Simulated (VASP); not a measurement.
# SiC (P1) in VASP: single point with r2SCAN

Aim: the single point of SiC with r2SCAN.

All numbers are computed with VASP 6.6.1; they aren't measurements. Logs are shortened: lines on timing, memory, paths and dates and some standing lists are left out, and cuts for length are marked.

**1. The cell of the first run**

The typed cell holds 4 atoms: a = 3.088 Å, b = 3.069 Å, c = 5.034 Å, α = 89.75°, β = 90.84°, γ = 119.65°.

**2. Single point, r2SCAN (atoms moved at random and the cell strained at random)**

Contents of POSCAR:

```
SiC
1.0
    3.0880362775      0.0149273412     -0.0225395276
   -1.5310906821      2.6595929594      0.0066777346
   -0.0369894675     -0.0087017636      5.0335439936
Si C
2 2
Direct
    0.3170686514      0.6784063763      0.0041401626
    0.6149750670      0.2835410403      0.4886252857
    0.3152115151      0.6167476170      0.3705276305
    0.7527447664      0.4213049665      0.9067069212
```

Contents of INCAR.step1:

```
SYSTEM = SiC
ALGO = Normal ; EDIFF = 1E-4
ENCUT = 520 ; GGA = PE
ISMEAR = 0 ; LASPH = .True.
LCHARG = .False. ; LREAL = .False.
LWAVE = .True. ; NBANDS = 16
NELM = 80 ; PREC = Accurate
SIGMA = 0.05
```

Contents of INCAR.step2:

```
SYSTEM = SiC
ALGO = Normal ; EDIFF = 1E-6
ENCUT = 520 ; ISIF = 2
ISMEAR = 0 ; ISTART = 1
LASPH = .True. ; LCHARG = .False.
LMIXTAU = .True. ; LREAL = .False.
LWAVE = .False. ; METAGGA = R2SCAN
NBANDS = 16 ; NELM = 80
PREC = Accurate ; SIGMA = 0.05
```

Contents of KPOINTS:

```
k-points
0
Gamma
  12 12 6
  0 0 0
```

Potentials or basis: VASP PAW PBE potentials, release 64 (Si, C).

Command:

```bash
$ cat potpaw_PBE.64/Si/POTCAR potpaw_PBE.64/C/POTCAR > POTCAR
$ cp INCAR.step1 INCAR
$ mpirun -np 1 vasp_std > vasp.out
$ cp INCAR.step2 INCAR
$ mpirun -np 1 vasp_std > vasp.out
```

OUTCAR:

```text
SYSTEM = SiC
   EDIFF = 1E-6
   ENCUT = 520
   ISIF = 2
   ISMEAR = 0
   ISTART = 1
   LASPH = .True.
   LREAL = .False.
   METAGGA = R2SCAN
   NELM = 80
   PREC = Accurate

 ion  position               nearest neighbor table
   1  0.317  0.678  0.004-   4 1.59   3 1.85   4 1.94   4 2.05   2 2.92   2 3.05   2 3.06   2 3.11

   2  0.615  0.284  0.489-   3 1.78   3 1.88   3 1.98   4 2.14   1 2.92   1 3.05   1 3.06   1 3.11

   3  0.315  0.617  0.371-   2 1.78   1 1.85   2 1.88   2 1.98
   4  0.753  0.421  0.907-   1 1.59   1 1.94   1 2.05   2 2.14

  LATTYP: Found a triclinic cell.
 ALAT       =     3.0881546119
 B/A-ratio  =     0.9937423648
 C/A-ratio  =     1.6299985124
 COS(alpha) =     0.0043439789
 COS(beta)  =     0.0146549548
 COS(gamma) =     0.4947243521

  Lattice vectors:

 A1 = (   3.0880362775,   0.0149273412,  -0.0225395276)
 A2 = (   1.5310906821,  -2.6595929594,  -0.0066777346)
 A3 = (   0.0369894675,   0.0087017636,  -5.0335439936)

Analysis of symmetry for initial positions (statically):
=====================================================================
 Subroutine PRICEL returns:
 Original cell was already a primitive cell.

 Routine SETGRP: Setting up the symmetry group for a
 triclinic supercell.

 Subroutine GETGRP returns: Found  1 space group operations
 (whereof  1 operations were pure point group operations)
 out of a pool of  2 trial point group operations.

The static configuration has the point symmetry C_1 .

Analysis of symmetry for dynamics (positions and initial velocities):
=====================================================================
 Subroutine PRICEL returns:
 Original cell was already a primitive cell.

 Routine SETGRP: Setting up the symmetry group for a
 triclinic supercell.

 Subroutine GETGRP returns: Found  1 space group operations
 (whereof  1 operations were pure point group operations)
 out of a pool of  2 trial point group operations.

The dynamic configuration has the point symmetry C_1 .

 Subroutine INISYM returns: Found  1 space group operations
 (whereof  1 operations are pure point group operations),
 and found     1 'primitive' translations

----------------------------------------------------------------------------------------
[... 89 lines left out ...]
   ISTART =      1    job   : 0-new  1-cont  2-samecut
   ICHARG =      0    charge: 1-file 2-atom 10-const
   ISPIN  =      1    spin polarized calculation?
   LNONCOLLINEAR =      F non collinear calculations
   LSORBIT =      F    spin-orbit coupling
   LASPH  =      T    aspherical Exc in radial PAW
   ENCUT  =  520.0 eV  38.22 Ry    6.18 a.u.   5.74  5.71  9.36*2*pi/ulx,y,z
   NELM   =     80;   NELMIN=  2; NELMDL=  0     # of ELM steps
   EDIFF  = 0.1E-05   stopping-criterion for ELM
   LREAL  =      F    real-space projection
   EDIFFG = 0.1E-04   stopping-criterion for IOM
   NSW    =      0    number of steps for IOM
   IBRION =     -1    ionic relax: 0-MD 1-quasi-New 2-CG
   NFREE  =      0    steps in history (QN), initial steepest desc. (CG)
   ISIF   =      2    stress and relaxation
   ISYM   =      2    0-nonsym 1-usesym 2-fastsym
   POTIM  = 0.5000    time-step for ionic-motion
   TEBEG  =    0.0;   TEEND  =   0.0 temperature during run
   PSTRESS=    0.0 pullay stress
   NELECT =      16.0000    total number of electrons
   NUPDOWN=      -1.0000    fix difference up-down
   EMIN   =  10.00;   EMAX   =-10.00  energy-range for DOS
   EFERMI =   0.00;   METHOD = LEGACY
   ISMEAR =     0;   SIGMA  =   0.05  broadening in eV -4-tet -1-fermi 0-gaus
   EFERMI_NEDOS =   21; number of points for ismear=-14 and -15
   IALGO  =     38    algorithm
   IMIX   =      4    mixing-type and parameters
     AMIX     =   0.40;   BMIX     =  1.00
     AMIX_MAG =   1.60;   BMIX_MAG =  1.00
  volume/ion in A,a.u.               =      10.36        69.93
  Fermi-wavevector in a.u.,A,eV,Ry     =   1.191965  2.252488 19.330898  1.420781
  Thomas-Fermi vector in A             =   2.328014
   LORBIT       =      0    0 simple, 1 ext, 2 COOP (PROOUT), +10 PAW based schemes
   METAGGA = R2SCAN    functional components
   LHFCALC =     F    Hartree Fock is set to
   AEXX    =    0.0000 exact exchange contribution
   IVDW    =     0    specifies the selected vdW correction
   LEPSILON=     F    determine dielectric tensor
   LRPA    =     F    only Hartree local field effects (RPA)
 non-spin polarized calculation
 Gauss-broadening in eV      SIGMA  =   0.05
  energy-cutoff  :      520.00
  volume of cell :       41.45
 maximum number of plane-waves:      1133
   NGX = 11   NGY = 11   NGZ = 19

 number of electron      16.0000000 magnetization

 Free energy of the ion-electron system (eV)
  ---------------------------------------------------
  ext. energy  EPLUGINS =         0.00000000
  ---------------------------------------------------
  free energy    TOTEN  =       -36.76134922 eV

  energy without entropy =      -36.76134922  energy(sigma->0) =      -36.76134922

 E-fermi :   8.8164     XC(G=0): -11.9167

 val. band max:        8.6115535902   @ k =   0.0000   0.0000   0.0000
 cond. band min:      10.6997867798   @ k =   0.0000   0.5000   0.1667
 fundamental gap:      2.0882331897
 Fermi energy:         8.8164344997

 k-point     1 :       0.0000    0.0000    0.0000
  band No.  band energies     occupation
      1      -8.3383      2.00000
      2      -4.7316      2.00000
      3      -0.5881      2.00000
      4       5.6991      2.00000
      5       6.5081      2.00000
      6       7.7721      2.00000
[... 433 lines left out ...]
      3       0.3617      2.00000
      4       1.7565      2.00000
      5       2.6477      2.00000
      6       3.2442      2.00000
[... 8 lines left out ...]
     15      20.1662      0.00000
     16      20.7643      0.00000

 [... further k-points ...]
[... 5 lines left out ...]
  --------------------------------------------------------------------------------------
  -------------------------------------------------------------------------------------
  Total        7.4462484     -0.3964673      1.5770126      2.2314123      1.0715815      4.0174374
  in kB      287.8023368    -15.3237184     60.9525624     86.2455353     41.4173206    155.2765647
  external PRESSURE =     111.1437269 kB  Pullay stress =       0.0000000 kB

 VOLUME and BASIS-vectors are now :
 -----------------------------------------------------------------------------
  energy-cutoff  :      520.00
  volume of cell :       41.45
      direct lattice vectors                 reciprocal lattice vectors
     3.088036278  0.014927341 -0.022539528     0.322951376  0.185911851  0.002694634
    -1.531090682  2.659592959  0.006677735    -0.001807871  0.374955026  0.000634920
    -0.036989467 -0.008701764  5.033543994     0.001448531  0.000335055  0.198678406

 POSITION                                       TOTAL-FORCE (eV/Angst)
 -----------------------------------------------------------------------------------
     -0.05974      1.80898      0.01822         8.055362      4.357608      1.783057
      1.44686      0.75903      2.44755         2.654534      0.663225      1.810660
      0.01538      1.64178      1.86208        -2.170670      0.781630      1.199005
      1.64591      1.12385      4.54980        -8.539226     -5.802463     -4.792722
 -----------------------------------------------------------------------------------
    total drift:                               -0.000229     -0.000130      0.000141

  FREE ENERGIE OF THE ION-ELECTRON SYSTEM (eV)
  ---------------------------------------------------
  free  energy   TOTEN  =       -36.7613492152 eV

  energy  without entropy=      -36.7613492152  energy(sigma->0) =      -36.76134922
```

OSZICAR.step1:

```text
N       E                     dE             d eps       ncg     rms          rms(c)
DAV:   1     0.271123032313E+02    0.27112E+02   -0.71409E+03 13960   0.893E+02
DAV:   2    -0.300510571199E+02   -0.57163E+02   -0.52159E+02 19576   0.159E+02
DAV:   3    -0.326111814496E+02   -0.25601E+01   -0.25498E+01 18240   0.313E+01
DAV:   4    -0.326299939591E+02   -0.18813E-01   -0.18810E-01 17408   0.330E+00
DAV:   5    -0.326301782529E+02   -0.18429E-03   -0.18429E-03 18496   0.311E-01    0.135E+01
DAV:   6    -0.283602879852E+02    0.42699E+01   -0.73937E+00 17840   0.174E+01    0.591E+00
DAV:   7    -0.282951673422E+02    0.65121E-01   -0.12234E+00 19552   0.665E+00    0.273E+00
DAV:   8    -0.282742967662E+02    0.20871E-01   -0.45526E-02 16528   0.145E+00    0.806E-01
DAV:   9    -0.282729021457E+02    0.13946E-02   -0.76239E-03 19400   0.638E-01    0.149E-01
DAV:  10    -0.282731720742E+02   -0.26993E-03   -0.96469E-04 16496   0.204E-01    0.721E-02
DAV:  11    -0.282732272904E+02   -0.55216E-04   -0.67895E-05 11584   0.647E-02
   1 F= -.28273227E+02 E0= -.28273227E+02  d E =-.405000E-13
```

It took 9.1 min on 1 thread of Intel Xeon Platinum 8259CL at 2.50GHz (Skylake/Cascade Lake), shared host; peak memory 0.35 GiB.

What came out:

* Free energy: -36.7613 eV
* Pressure: 11.1 GPa
* Largest force: 11.382 eV/Å
* Band gap on the k mesh: 2.09 eV, indirect (least direct gap 3.89 eV)

Forces on the atoms (eV/Å):
```
Si   8.055  4.358  1.783
Si   2.655  0.663  1.811
C   -2.171  0.782  1.199
C   -8.539 -5.802 -4.793
```

Stress tensor (GPa, compression positive):
```
28.78  8.62 15.53
 8.62 -1.53  4.14
15.53  4.14  6.10
```

Caveat: the cell differs from its parent crystal (atoms moved at random and the cell strained at random); the PAW data sets were made with another functional, which shifts forces and pressure a little. A k mesh can miss the band edges.
